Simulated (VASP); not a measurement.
The system is Ge.

```xyz
2
Lattice="-0.0253 2.8399 2.8399 2.8399 -0.0253 2.8399 2.8399 2.8399 -0.0253" Properties=species:S:1:pos:R:3 pbc="T T T"
Ge   -0.0031   -0.0031   -0.0031
Ge    1.4167    1.4167    1.4167
```

This cell differs from its parent crystal: epitaxial 111 strain +1.0%.

Base run:

| Property | Result |
| --- | --- |
| Program | VASP 6.6.1 |
| Functional | PBE |
| Potentials or basis | VASP PAW PBE potentials, release 64 (Ge_d) |
| Cutoff | 520 eV |
| k mesh | 8 × 8 × 8 |
| Occupations | fermi-dirac, width 0.02 eV |
| Spin | no spin polarisation |

Its results: pressure 1.8 GPa.

**Question.** The run is repeated on the same cell with these changes: functional from PBE to r2SCAN. What comes out?

**Answer.** Pressure -1.1 GPa.

Caveats: the PAW data sets were made with another functional, which shifts forces and pressure a little (some runs).
